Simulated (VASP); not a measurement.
# AlGa3N4 (Pm) in VASP: further runs

AlGa3N4 is run at these levels: PBEsol; tasks: single point.

All numbers are computed with VASP 6.6.1; they aren't measurements. Logs are shortened: lines on timing, memory, paths and dates and some standing lists are left out, and cuts for length are marked.

## Step 1: The cell of the first run

The structure is monoclinic, space group Pm (No. 6). The conventional cell has a = 5.142 Å, b = 3.165 Å, c = 5.478 Å, α = 90.00°, β = 90.04°, γ = 90.00°. Al (site symmetry m) has 4 N at 1.72 to 1.98 Å within 2.3 Å. Ga (site symmetry m) has 4 N at 1.88 to 2.00 Å within 2.5 Å. Within 2.6 Å of Ga (site symmetry m) lie 4 N at 1.96 to 2.00 Å. Ga (site symmetry m) has 4 N at 1.92 to 2.06 Å within 2.5 Å. N (site symmetry m) has 1 Al at 1.72 Å and 3 Ga at 2.00 to 2.02 Å within 2.3 Å. N (site symmetry m) has 2 Al at 1.86 Å and 2 Ga at 1.96 to 2.06 Å within 2.5 Å. N (site symmetry m) has 4 Ga at 1.92 to 2.00 Å within 2.5 Å. N (site symmetry m) has 3 Ga at 1.88 to 1.96 Å and 1 Al at 1.98 Å within 2.5 Å.

## Step 2: Single point, PBEsol (atoms displaced along a vibrational mode)

INCAR

```
ALGO = Normal
EDIFF = 1E-7
ENCUT = 520
GGA = PS
ISIF = 2
ISMEAR = 0
LASPH = True
LCHARG = False
LREAL = False
LWAVE = False
NBANDS = 41
NELM = 100
PREC = Accurate
SIGMA = 0.05
```

KPOINTS

```
k-points
0
Gamma
  6 8 6
```

POSCAR

```
AlGa3N4
1.0
    5.1423511994      0.0000000000      0.0001215027
    0.0000000000      3.1649848006      0.0000000000
   -0.0035856898      0.0000000000      5.4784941377
Al Ga N
1 3 4
Direct
    0.0076773341      0.5000000000      0.6639572091
    0.5000145618      0.5000000000      0.3345546246
    0.4983085987      0.0000000000      0.8316206419
    0.9987150172      0.0000000000      0.1659508059
    0.1132273982      0.5000000000      0.3667974711
    0.1186884007      0.0000000000      0.8078123881
    0.6262222917      0.0000000000      0.1772870195
    0.6220431265      0.5000000000      0.6572829250
```

Potentials or basis: VASP PAW PBE potentials, release 64 (Al, Ga_d, N).

The run is started by

```bash
cat potpaw_PBE.64/Al/POTCAR potpaw_PBE.64/Ga_d/POTCAR potpaw_PBE.64/N/POTCAR > POTCAR
mpirun -np 1 vasp_std > vasp.out
```

OUTCAR:

```text
EDIFF = 1E-7
   ENCUT = 520
   GGA = PS
   ISIF = 2
   ISMEAR = 0
   LASPH = True
   LREAL = False
   NELM = 100
   PREC = Accurate

 ion  position               nearest neighbor table
   1  0.008  0.500  0.664-   5 1.72   6 1.86   6 1.86   8 1.98   2 3.11   3 3.12   3 3.12
   2  0.500  0.500  0.335-   8 1.88   7 1.92   7 1.92   5 2.00   1 3.11
   3  0.498  0.000  0.832-   8 1.96   8 1.96   6 1.96   7 2.00   1 3.12   1 3.12
   4  0.999  0.000  0.166-   7 1.92   5 2.02   5 2.02   6 2.06
   5  0.113  0.500  0.367-   1 1.72   2 2.00   4 2.02   4 2.02
   6  0.119  0.000  0.808-   1 1.86   1 1.86   3 1.96   4 2.06
   7  0.626  0.000  0.177-   2 1.92   2 1.92   4 1.92   3 2.00
   8  0.622  0.500  0.657-   2 1.88   3 1.96   3 1.96   1 1.98

  LATTYP: Found a simple monoclinic cell.
 ALAT       =     5.1423512008
 B/A-ratio  =     0.6154742601
 C/A-ratio  =     1.0653677855
 COS(beta)  =    -0.0006308748

  Lattice vectors:

 A1 = (   5.1423511994,   0.0000000000,   0.0001215027)
 A2 = (   0.0000000000,   3.1649848006,   0.0000000000)
 A3 = (  -0.0035856898,   0.0000000000,   5.4784941377)

Analysis of symmetry for initial positions (statically):
=====================================================================
 Subroutine PRICEL returns:
 Original cell was already a primitive cell.

 Routine SETGRP: Setting up the symmetry group for a
 simple monoclinic supercell.

 Subroutine GETGRP returns: Found  2 space group operations
 (whereof  2 operations were pure point group operations)
 out of a pool of  4 trial point group operations.

The static configuration has the point symmetry C_1h.

Analysis of symmetry for dynamics (positions and initial velocities):
=====================================================================
 Subroutine PRICEL returns:
 Original cell was already a primitive cell.

 Routine SETGRP: Setting up the symmetry group for a
 simple monoclinic supercell.

 Subroutine GETGRP returns: Found  2 space group operations
 (whereof  2 operations were pure point group operations)
 out of a pool of  4 trial point group operations.

The dynamic configuration has the point symmetry C_1h.

 Subroutine INISYM returns: Found  2 space group operations
 (whereof  2 operations are pure point group operations),
 and found     1 'primitive' translations

----------------------------------------------------------------------------------------

                                     Primitive cell

  volume of cell :      89.1650

  direct lattice vectors                    reciprocal lattice vectors
     5.142351199  0.000000000  0.000121503     0.194463572  0.000000000  0.000127277
     0.000000000  3.164984801  0.000000000     0.000000000  0.315957284  0.000000000
    -0.003585690  0.000000000  5.478494138    -0.000004313  0.000000000  0.182531907

  length of vectors
     5.142351201  3.164984801  5.478495311     0.194463614  0.315957284  0.182531907

  position of ions in fractional coordinates (direct lattice)
     0.007677334  0.500000000  0.663957209
     0.500014562  0.500000000  0.334554625
     0.498308599  0.000000000  0.831620642
     0.998715017  0.000000000  0.165950806
     0.113227398  0.500000000  0.366797471
     0.118688401  0.000000000  0.807812388
     0.626222292  0.000000000  0.177287019
     0.622043127  0.500000000  0.657282925

  ion indices of the primitive-cell ions
   primitive index   ion index
                 1           1
                 2           2
                 3           3
                 4           4
                 5           5
                 6           6
                 7           7
                 8           8

----------------------------------------------------------------------------------------

 KPOINTS: k-points

Automatic generation of k-mesh.
 Grid dimensions read from file:
 generate k-points for:    6    8    6

 Generating k-lattice:

  Cartesian coordinates                     Fractional coordinates (reciprocal lattice)
     0.032410595  0.000000000  0.000021213     0.166666667  0.000000000  0.000000000
     0.000000000  0.039494660  0.000000000     0.000000000  0.125000000  0.000000000
    -0.000000719  0.000000000  0.030421985    -0.000000000  0.000000000  0.166666667

  Length of vectors
     0.032410602  0.039494660  0.030421985

  Shift w.r.t. Gamma in fractional coordinates (k-lattice)
     0.000000000  0.000000000  0.000000000

 Subroutine IBZKPT returns following result:
 ===========================================

 Found    100 irreducible k-points:

 Following reciprocal coordinates:
            Coordinates               Weight
  0.000000  0.000000  0.000000      1.000000
  0.166667  0.000000  0.000000      2.000000
  0.333333  0.000000  0.000000      2.000000
  0.500000  0.000000  0.000000      1.000000
  0.000000  0.125000  0.000000      2.000000
  0.166667  0.125000  0.000000      4.000000
[... 16 lines left out ...]
  0.333333  0.000000  0.166667      2.000000
  0.500000  0.000000  0.166667      2.000000
 [... further k-points ...]
   k-points           NKPTS =    100   k-points in BZ     NKDIM =    100   number of bands    NBANDS=     41
   number of dos      NEDOS =    301   number of ions     NIONS =      8
   total plane-waves  NPLWV =  40320
   dimension x,y,z NGX =    40 NGY =   24 NGZ =   42
   dimension x,y,z NGXF=    80 NGYF=   48 NGZF=   84
   ions per type =               1   3   4
   NGX,Y,Z   is equivalent  to a cutoff of  12.93, 12.61, 12.74 a.u.
   NGXF,Y,Z  is equivalent  to a cutoff of  25.86, 25.21, 25.49 a.u.
 SYSTEM =  unknown system
   PREC   = accura    normal or accurate (medium, high low for compatibility)
   ISTART =      0    job   : 0-new  1-cont  2-samecut
   ICHARG =      2    charge: 1-file 2-atom 10-const
   ISPIN  =      1    spin polarized calculation?
   LNONCOLLINEAR =      F non collinear calculations
   LSORBIT =      F    spin-orbit coupling
   LASPH  =      T    aspherical Exc in radial PAW
   ENCUT  =  520.0 eV  38.22 Ry    6.18 a.u.   9.56  5.88 10.19*2*pi/ulx,y,z
   NELM   =    100;   NELMIN=  2; NELMDL= -5     # of ELM steps
   EDIFF  = 0.1E-06   stopping-criterion for ELM
   LREAL  =      F    real-space projection
   EDIFFG = 0.1E-05   stopping-criterion for IOM
   NSW    =      0    number of steps for IOM
   IBRION =     -1    ionic relax: 0-MD 1-quasi-New 2-CG
   NFREE  =      0    steps in history (QN), initial steepest desc. (CG)
   ISIF   =      2    stress and relaxation
   ISYM   =      2    0-nonsym 1-usesym 2-fastsym
   POTIM  = 0.5000    time-step for ionic-motion
   TEBEG  =    0.0;   TEEND  =   0.0 temperature during run
   PSTRESS=    0.0 pullay stress
   NELECT =      62.0000    total number of electrons
   NUPDOWN=      -1.0000    fix difference up-down
   EMIN   =  10.00;   EMAX   =-10.00  energy-range for DOS
   EFERMI =   0.00;   METHOD = LEGACY
   ISMEAR =     0;   SIGMA  =   0.05  broadening in eV -4-tet -1-fermi 0-gaus
   EFERMI_NEDOS =   21; number of points for ismear=-14 and -15
   IALGO  =     38    algorithm
   IMIX   =      4    mixing-type and parameters
     AMIX     =   0.40;   BMIX     =  1.00
     AMIX_MAG =   1.60;   BMIX_MAG =  1.00
  volume/ion in A,a.u.               =      11.15        75.21
  Fermi-wavevector in a.u.,A,eV,Ry     =   1.450354  2.740771 28.620199  2.103525
  Thomas-Fermi vector in A             =   2.567975
   LORBIT       =      0    0 simple, 1 ext, 2 COOP (PROOUT), +10 PAW based schemes
   GGA     = PS    functional components
   LHFCALC =     F    Hartree Fock is set to
   AEXX    =    0.0000 exact exchange contribution
   IVDW    =     0    specifies the selected vdW correction
   LEPSILON=     F    determine dielectric tensor
   LRPA    =     F    only Hartree local field effects (RPA)
 non-spin polarized calculation
 Gauss-broadening in eV      SIGMA  =   0.05
  energy-cutoff  :      520.00
  volume of cell :       89.17
 maximum number of plane-waves:      2426
 NGX is ok and might be reduce to    40
   NGX = 19   NGY = 11   NGZ = 21

 number of electron      61.9999979 magnetization

 Free energy of the ion-electron system (eV)
  ---------------------------------------------------
  ext. energy  EPLUGINS =         0.00000000
  ---------------------------------------------------
  free energy    TOTEN  =       -54.38299185 eV

  energy without entropy =      -54.38299185  energy(sigma->0) =      -54.38299185

 E-fermi :   5.6206     XC(G=0): -11.7346

 val. band max:        5.4110256242   @ k =   0.0000   0.0000   0.0000
 cond. band min:       7.7084237571   @ k =   0.0000   0.0000   0.0000
 fundamental gap:      2.2973981329
 Fermi energy:         5.6206100970

 k-point     1 :       0.0000    0.0000    0.0000
  band No.  band energies     occupation
      1     -10.4273      2.00000
      2      -9.5475      2.00000
      3      -9.1337      2.00000
      4      -8.9113      2.00000
      5      -7.9426      2.00000
      6      -7.9424      2.00000
[... 33 lines left out ...]
     40      15.6956      0.00000
     41      15.9239      0.00000

 k-point     2 :       0.1667    0.0000    0.0000
  band No.  band energies     occupation
      1     -10.3438      2.00000
      2      -9.5478      2.00000
      3      -9.1533      2.00000
      4      -8.9008      2.00000
      5      -7.9424      2.00000
      6      -7.9398      2.00000
[... 33 lines left out ...]
     40      15.3919      0.00000
     41      15.8080      0.00000

 k-point     3 :       0.3333    0.0000    0.0000
  band No.  band energies     occupation
      1     -10.1269      2.00000
      2      -9.5832      2.00000
      3      -9.2072      2.00000
      4      -8.8755      2.00000
      5      -7.9405      2.00000
      6      -7.9337      2.00000
[... 33 lines left out ...]
     40      15.3211      0.00000
     41      15.4033      0.00000

 k-point     4 :       0.5000    0.0000    0.0000
  band No.  band energies     occupation
      1      -9.9469      2.00000
      2      -9.6670      2.00000
      3      -9.2393      2.00000
      4      -8.8611      2.00000
      5      -7.9413      2.00000
      6      -7.9302      2.00000
[... 825 lines left out ...]
     40      15.3627      0.00000
     41      15.4339      0.00000

 k-point    23 :       0.3333    0.0000    0.1667
  band No.  band energies     occupation
      1     -10.0701      2.00000
      2      -9.5648      2.00000
      3      -9.2106      2.00000
      4      -8.8962      2.00000
      5      -7.9385      2.00000
      6      -7.9334      2.00000
[... 33 lines left out ...]
     40      15.2010      0.00000
     41      15.5093      0.00000

 k-point    24 :       0.5000    0.0000    0.1667
  band No.  band energies     occupation
      1      -9.9079      2.00000
      2      -9.6205      2.00000
      3      -9.2480      2.00000
      4      -8.8796      2.00000
      5      -7.9401      2.00000
      6      -7.9302      2.00000
[... 33 lines left out ...]
     40      14.8652      0.00000
     41      15.5532      0.00000

 [... further k-points ...]

------------------------ aborting loop because EDIFF is reached ----------------------------------------

  FORCE on cell =-STRESS in cart. coord.  units (eV):
  Direction    XX          YY          ZZ          XY          YZ          ZX
  --------------------------------------------------------------------------------------
  -------------------------------------------------------------------------------------
  Total       -0.2056221      0.5187123      3.3846140      0.0000000      0.0000000     -1.0237380
  in kB       -3.6947558      9.3205713     60.8170226      0.0000000      0.0000000    -18.3952145
  external PRESSURE =      22.1476127 kB  Pullay stress =       0.0000000 kB

 VOLUME and BASIS-vectors are now :
 -----------------------------------------------------------------------------
  energy-cutoff  :      520.00
  volume of cell :       89.17
      direct lattice vectors                 reciprocal lattice vectors
     5.142351199  0.000000000  0.000121503     0.194463572  0.000000000  0.000127277
     0.000000000  3.164984801  0.000000000     0.000000000  0.315957284  0.000000000
    -0.003585690  0.000000000  5.478494138    -0.000004313  0.000000000  0.182531907

 POSITION                                       TOTAL-FORCE (eV/Angst)
 -----------------------------------------------------------------------------------
      0.03710      1.58249      3.63749        -2.008851      0.000000      2.148829
      2.57005      1.58249      1.83292        -0.602486      0.000000      0.136067
      2.55950      0.00000      4.55609         0.395904      0.000000     -0.186176
      5.13515      0.00000      0.90928         0.595287      0.000000      0.356953
      0.58094      1.58249      2.00951         1.306954      0.000000     -4.963123
      0.60744      0.00000      4.42561        -0.016655      0.000000      2.321247
      3.21962      0.00000      0.97134        -0.703321      0.000000     -1.357704
      3.19641      1.58249      3.60100         1.033168      0.000000      1.543906
 -----------------------------------------------------------------------------------
    total drift:                               -0.000592     -0.000000     -0.000570

  FREE ENERGIE OF THE ION-ELECTRON SYSTEM (eV)
  ---------------------------------------------------
  free  energy   TOTEN  =       -54.3829918479 eV

  energy  without entropy=      -54.3829918479  energy(sigma->0) =      -54.38299185
```

Wall time 6.5 min (1 thread of Intel Xeon Platinum 8488C (Sapphire Rapids), shared host); peak memory 0.39 GiB.

Results:

```yaml
Free_energy: -54.3830 eV
Pressure: 2.2 GPa
Largest_force: 5.132 eV/Å
Band_gap_on_the_k_mesh: 2.30 eV
```

Forces on the atoms (eV/Å):
```
Al  -2.009  0.000  2.149
Ga  -0.602  0.000  0.136
Ga   0.396  0.000 -0.186
Ga   0.595  0.000  0.357
N    1.307  0.000 -4.963
N   -0.017  0.000  2.321
N   -0.703  0.000 -1.358
N    1.033  0.000  1.544
```

Levels at points of the mesh, in eV from the valence-band top:
| k point | band 27 | band 28 | band 29 | band 30 | band 31 | band 32 | band 33 | band 34 | band 35 | band 36 |
| --- | --- | --- | --- | --- | --- | --- | --- | --- | --- | --- |
| (0.00, 0.00, 0.00) | -1.20 | -0.64 | -0.06 | 0.00 | 0.00 | 2.30 | 4.29 | 5.21 | 5.72 | 6.50 |
| (0.50, 0.00, 0.00) | -1.61 | -0.95 | -0.61 | -0.29 | -0.29 | 3.91 | 4.33 | 4.68 | 5.06 | 7.71 |
| (0.00, 0.50, 0.00) | -3.51 | -2.18 | -2.13 | -2.01 | -1.39 | 5.24 | 5.77 | 6.17 | 6.37 | 7.30 |
| (0.50, 0.50, 0.00) | -3.28 | -1.67 | -1.42 | -1.37 | -1.32 | 5.28 | 5.96 | 6.12 | 6.15 | 6.83 |
| (0.00, 0.00, 0.50) | -1.89 | -0.82 | -0.51 | -0.41 | -0.38 | 4.33 | 4.82 | 5.99 | 6.43 | 6.78 |
| (0.50, 0.00, 0.50) | -1.81 | -1.61 | -1.37 | -0.99 | -0.88 | 4.77 | 5.30 | 5.66 | 6.09 | 6.62 |
| (0.00, 0.50, 0.50) | -2.52 | -2.38 | -1.71 | -1.10 | -0.77 | 4.27 | 4.68 | 5.33 | 5.43 | 6.43 |
| (0.50, 0.50, 0.50) | -1.81 | -1.70 | -1.63 | -1.52 | -1.47 | 4.12 | 4.26 | 4.45 | 4.68 | 6.60 |

Caveat: the cell differs from its parent crystal (atoms displaced along a vibrational mode); the PAW data sets were made with another functional, which shifts forces and pressure a little.

## Step 3: Single point, PBEsol (atoms displaced along a vibrational mode)

INCAR

```
SYSTEM = AlGa3N4
  ALGO = Normal
  EDIFF = 1E-7
  ENCUT = 520
  GGA = PS
  ISIF = 2
  ISMEAR = 0
  LASPH = .TRUE.
  LCHARG = .FALSE.
  LREAL = .FALSE.
  LWAVE = .FALSE.
  NBANDS = 41
  NELM = 60
  PREC = Accurate
  SIGMA = 0.05
```

KPOINTS

```
k-points
0
G
  6 8 6
  0 0 0
```

POSCAR

```
AlGa3N4
1.0
    5.1423511994      0.0000000000      0.0001215027
    0.0000000000      3.1649848006      0.0000000000
   -0.0035856898      0.0000000000      5.4784941377
Al Ga N
1 3 4
Direct
   -0.0029335330      0.5000000000      0.6690578322
    0.4986677736      0.5000000000      0.3351020571
    0.4993867774      0.0000000000      0.8315251798
    1.0004351633      0.0000000000      0.1662953897
    0.1228894316      0.5000000000      0.3267473875
    0.1171247685      0.0000000000      0.8356578948
    0.6175543129      0.0000000000      0.1606809206
    0.6358269564      0.5000000000      0.6723032957
```

Potentials or basis: VASP PAW PBE potentials, release 64 (Al, Ga_d, N).

The run is started by

```bash
cat potpaw_PBE.64/Al/POTCAR potpaw_PBE.64/Ga_d/POTCAR potpaw_PBE.64/N/POTCAR > POTCAR
mpirun -np 1 vasp_std > vasp.out
```

Wall time 5.9 min (1 thread of Intel Xeon Platinum 8488C (Sapphire Rapids), shared host); peak memory 0.4 GiB.

Results (log left out):

```yaml
Free_energy: -54.8871 eV
Pressure: 0.3 GPa
Largest_force: 1.640 eV/Å
Band_gap_on_the_k_mesh: 2.35 eV
```

Forces in eV/Å, atoms in the order of the input:
```
Al   0.870  0.000 -0.256
Ga   0.272  0.000 -0.152
Ga  -0.238  0.000 -0.009
Ga  -0.404  0.000 -0.007
N   -0.327  0.000  1.607
N    0.102  0.000 -1.334
N    0.380  0.000  0.796
N   -0.655  0.000 -0.644
```

Stress tensor (GPa, compression positive):
```
 1.01  0.00  0.28
 0.00  0.14  0.00
 0.28  0.00 -0.31
```

Levels at points of the mesh, in eV from the valence-band top:
```tsv
k point	band 28	band 29	band 30	band 31	band 32	band 33	band 34	band 35
(0.00, 0.00, 0.00)	-0.97	-0.10	-0.01	0.00	2.35	4.67	5.16	5.61
(0.50, 0.00, 0.00)	-0.68	-0.62	-0.41	-0.39	4.32	4.34	4.62	5.17
(0.00, 0.50, 0.00)	-2.13	-2.07	-1.94	-1.70	5.38	5.63	6.88	6.99
(0.50, 0.50, 0.00)	-1.69	-1.52	-1.45	-1.45	5.50	5.84	6.09	6.23
(0.00, 0.00, 0.50)	-0.95	-0.65	-0.48	-0.32	4.52	4.73	6.13	6.30
(0.50, 0.00, 0.50)	-1.55	-1.32	-1.12	-1.05	5.21	5.22	5.59	5.81
(0.00, 0.50, 0.50)	-2.35	-2.13	-0.92	-0.90	4.77	5.26	5.53	5.68
(0.50, 0.50, 0.50)	-1.81	-1.77	-1.63	-1.62	4.19	4.38	4.40	4.96
```

Caveat: the cell differs from its parent crystal (atoms displaced along a vibrational mode); the PAW data sets were made with another functional, which shifts forces and pressure a little.
